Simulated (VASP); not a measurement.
# GeCN2 (R-3m) in VASP: notebook, part 2 of 2

VASP 6.6.1. The steps go on from the part before.

## Step 3: Single point, PBEsol+D4

This run uses another cell than the first one, of 12.94 Å³/atom, 0.996 times its volume.

INCAR

```
PREC = Accurate ; ENCUT = 520
EDIFF = 1E-6 ; ISMEAR = -1
SIGMA = 0.05 ; LREAL = False
LASPH = True ; NELM = 100
ALGO = Normal ; ISIF = 2
LWAVE = False ; LCHARG = False
GGA = PS ; IVDW = 13
NBANDS = 22
```

KPOINTS

```
Automatic mesh
0
Gamma
  9 9 9
```

POSCAR

```
GeCN2
1.0
    1.7474856707      1.0089113224      4.8939236142
   -1.7474856707      1.0089113224      4.8939236142
    0.0000000000     -2.0178226447      4.8939236142
Ge N C
1 2 1
Direct
    0.0000000000      0.0000000000      0.0000000000
    0.5842152116      0.5842152116      0.5842152116
    0.4157847884      0.4157847884      0.4157847884
    0.5000000000      0.5000000000      0.5000000000
```

Potentials or basis: VASP PAW PBE potentials, release 64 (Ge_d, N, C).

On the command line:

```sh
cat potpaw_PBE.64/Ge_d/POTCAR potpaw_PBE.64/N/POTCAR potpaw_PBE.64/C/POTCAR > POTCAR
mpirun -np 1 vasp_std > vasp.out
```

OUTCAR:

```text
PREC = Accurate
   ENCUT = 520
   EDIFF = 1E-6
   ISMEAR = -1
   LREAL = False
   LASPH = True
   NELM = 100
   ISIF = 2
   GGA = PS
   IVDW = 13

 ion  position               nearest neighbor table
   1  0.000  0.000  0.000-
   2  0.584  0.584  0.584-   4 1.24
   3  0.416  0.416  0.416-   4 1.24
   4  0.500  0.500  0.500-   2 1.24   3 1.24

  LATTYP: Found a trigonal (rhomboedric) cell.
 ALAT       =     5.2935901397
 COS(alpha) =     0.7820501288

  Lattice vectors:

 A1 = (   1.7474856707,   1.0089113224,   4.8939236142)
 A2 = (  -1.7474856707,   1.0089113224,   4.8939236142)
 A3 = (   0.0000000000,  -2.0178226447,   4.8939236142)

Analysis of symmetry for initial positions (statically):
=====================================================================
 Subroutine PRICEL returns:
 Original cell was already a primitive cell.

 Routine SETGRP: Setting up the symmetry group for a
 trigonal (rhombohedral) supercell.

 Subroutine GETGRP returns: Found 12 space group operations
 (whereof 12 operations were pure point group operations)
[... 164 lines left out ...]

  energy without entropy =      -30.62534187  energy(sigma->0) =      -30.62534251

 E-fermi :   4.6390     XC(G=0): -10.2146

 val. band max:        4.1140360383   @ k =  -0.4444  -0.4444   0.3333
 cond. band min:       5.0618669623   @ k =   0.4444   0.4444   0.4444
 fundamental gap:      0.9478309241
 Fermi energy:         4.6389527227

 k-point     1 :       0.0000    0.0000    0.0000
  band No.  band energies     occupation
      1     -20.5655      2.00000
      2     -20.5643      2.00000
      3     -20.5643      2.00000
      4     -20.5492      2.00000
      5     -20.5492      2.00000
      6     -15.5119      2.00000
[... 589 lines left out ...]
     21      13.0310      0.00000
     22      16.1910      0.00000

 [... further k-points ...]

------------------------ aborting loop because EDIFF is reached ----------------------------------------

  DFT-D4 for vdW energy calculation

  Edisp (eV):   -0.48738

  FORCE on cell =-STRESS in cart. coord.  units (eV):
  Direction    XX          YY          ZZ          XY          YZ          ZX
  --------------------------------------------------------------------------------------
  -------------------------------------------------------------------------------------
  Total      -0.07080    -0.07080     0.26533     0.00000     0.00000    -0.00000
  in kB      -2.19119    -2.19119     8.21162     0.00000     0.00000    -0.00000
  external pressure =        1.28 kB  Pullay stress =        0.00 kB

 VOLUME and BASIS-vectors are now :
 -----------------------------------------------------------------------------
  energy-cutoff  :      520.00
  volume of cell :       51.77
      direct lattice vectors                 reciprocal lattice vectors
     1.747485671  1.008911322  4.893923614     0.286125379  0.165194565  0.068111675
    -1.747485671  1.008911322  4.893923614    -0.286125379  0.165194565  0.068111675
     0.000000000 -2.017822645  4.893923614     0.000000000 -0.330389129  0.068111675

 POSITION                                       TOTAL-FORCE (eV/Angst)
 -----------------------------------------------------------------------------------
      0.00000      0.00000      0.00000         0.000000      0.000000      0.000000
      0.00000      0.00000      8.57731         0.000000      0.000000      0.125104
      0.00000      0.00000      6.10446         0.000000     -0.000000     -0.125104
      0.00000      0.00000      7.34089         0.000000     -0.000000     -0.000000
 -----------------------------------------------------------------------------------
    total drift:                               -0.000000      0.000000     -0.000000

  FREE ENERGIE OF THE ION-ELECTRON SYSTEM (eV)
  ---------------------------------------------------
  free  energy   TOTEN  =       -31.1127226798 eV

  energy  without entropy=      -31.1127214042  energy(sigma->0) =      -31.11272204
```

OSZICAR:

```text
N       E                     dE             d eps       ncg     rms          rms(c)
DAV:   1     0.224305571161E+03    0.22431E+03   -0.13849E+04  4666   0.262E+03
DAV:   2    -0.139053317532E+00   -0.22444E+03   -0.21008E+03  4204   0.677E+02
DAV:   3    -0.322312242657E+02   -0.32092E+02   -0.31628E+02  4540   0.140E+02
DAV:   4    -0.335678806702E+02   -0.13367E+01   -0.13354E+01  4180   0.315E+01
DAV:   5    -0.335955169192E+02   -0.27636E-01   -0.27635E-01  4568   0.499E+00    0.103E+01
DAV:   6    -0.307657748764E+02    0.28297E+01   -0.63195E+00  5352   0.221E+01    0.488E+00
DAV:   7    -0.306552228825E+02    0.11055E+00   -0.81423E-01  4502   0.551E+00    0.276E+00
DAV:   8    -0.306261648523E+02    0.29058E-01   -0.92291E-02  4310   0.244E+00    0.914E-01
DAV:   9    -0.306246083647E+02    0.15565E-02   -0.90134E-03  4368   0.650E-01    0.199E-01
DAV:  10    -0.306252157287E+02   -0.60736E-03   -0.90517E-04  4260   0.286E-01    0.756E-02
DAV:  11    -0.306253330967E+02   -0.11737E-03   -0.15171E-04  4318   0.103E-01    0.146E-02
DAV:  12    -0.306253427842E+02   -0.96875E-05   -0.28026E-05  4590   0.762E-02    0.724E-03
DAV:  13    -0.306253431470E+02   -0.36279E-06   -0.29961E-06  4334   0.114E-02
   1 F= -.31112723E+02 E0= -.31112722E+02  d E =-.127555E-05
```

Wall time 59 s (1 thread of Intel Xeon 6975P-C (Granite Rapids), shared host); peak memory 0.29 GiB.

What came out:

- Free energy: -31.1127 eV
- Pressure: 0.1 GPa
- Largest force: 0.125 eV/Å
- Band gap on the k mesh: 0.95 eV, indirect (least direct gap 1.66 eV)
- Dispersion energy per atom: -0.122 eV

Forces in eV/Å, atoms in the order of the input:
```
Ge   0.000  0.000  0.000
N    0.000  0.000  0.125
N    0.000  0.000 -0.125
C    0.000  0.000  0.000
```

Stress tensor (GPa, compression positive):
```
-0.22  0.00  0.00
 0.00 -0.22  0.00
 0.00  0.00  0.82
```

Caveat: the PAW data sets were made with another functional, which shifts forces and pressure a little. Expect the measured gap to be larger: semilocal functionals such as PBEsol lack the derivative discontinuity.

## Step 4: Single point, PBEsol+D3(BJ)

This run uses another cell than the first one, of 13.69 Å³/atom, 1.054 times its volume.

INCAR

```
SYSTEM = GeCN2
ALGO = Normal ; EDIFF = 1E-7
ENCUT = 520 ; GGA = PS
ISIF = 2 ; ISMEAR = -1
IVDW = 12 ; LASPH = .TRUE.
LCHARG = .FALSE. ; LREAL = .FALSE.
LWAVE = .FALSE. ; NBANDS = 22
NELM = 60 ; PREC = Accurate
SIGMA = 0.05
```

KPOINTS

```
k-points
0
G
  9 9 9
  0 0 0
```

POSCAR

```
GeCN2
1.0
    1.7893351282      1.0330731180      4.9373227573
   -1.7893351282      1.0330731180      4.9373227573
    0.0000000000     -2.0661462359      4.9373227573
Ge N C
1 2 1
Direct
    0.0000000000      0.0000000000      0.0000000000
    0.5833880465      0.5833880465      0.5833880465
    0.4166119535      0.4166119535      0.4166119535
    0.5000000000      0.5000000000      0.5000000000
```

On the command line:

```sh
cat potpaw_PBE.64/Ge_d/POTCAR potpaw_PBE.64/N/POTCAR potpaw_PBE.64/C/POTCAR > POTCAR
mpirun -np 1 vasp_std > vasp.out
```

It took 63 s on 1 thread of Intel Xeon 6975P-C (Granite Rapids), shared host; peak memory 0.3 GiB.

The run converged. Its results:

- Free energy: -31.1312 eV
- Pressure: 0.2 GPa
- Largest force: 0.130 eV/Å
- Band gap on the k mesh: 1.06 eV, indirect (least direct gap 1.85 eV)
- Dispersion energy per atom: -0.134 eV

Forces in eV/Å, atoms in the order of the input:
```
Ge   0.000  0.000  0.000
N    0.000  0.000  0.130
N    0.000  0.000 -0.130
C    0.000  0.000  0.000
```

Stress tensor (GPa, compression positive):
```
-0.11  0.00  0.00
 0.00 -0.11  0.00
 0.00  0.00  0.86
```

Levels at points of the mesh, in eV from the valence-band top:
```
           k point  band 10  band 11  band 12  band 13  band 14  band 15  band 16  band 17  band 18  band 19
(0.00, 0.00, 0.00)    -5.18    -5.18    -2.03    -1.85    -1.85     2.52     3.30     3.30     4.92     7.30
```

Caveat: the PAW data sets were made with another functional, which shifts forces and pressure a little.

## Step 5: Overview

| level | cell | gap on the mesh (eV) | pressure (GPa) | largest force (eV/Å) |
| --- | --- | --- | --- | --- |
| PBEsol | a = 5.290 Å, angles 38.7°, 4 atoms | 0.93 | 0.1 | 0.12 |
| PBEsol+D4 | a = 5.294 Å, angles 38.6°, 4 atoms | 0.95 | 0.1 | 0.13 |
| PBEsol+D3(BJ) | a = 5.352 Å, angles 39.1°, 4 atoms | 1.06 | 0.2 | 0.13 |

Alike in all rows: task single point; potentials or basis VASP PAW PBE potentials, release 64 (Ge_d, N, C); no spin polarisation; k mesh 9 × 9 × 9; cutoff (eV) 520; smearing fermi-dirac 0.05 eV.

Caveats: the PAW data sets were made with another functional, which shifts forces and pressure a little.

Total energies depend on the potentials used, so only differences within one code and one set of settings carry meaning.
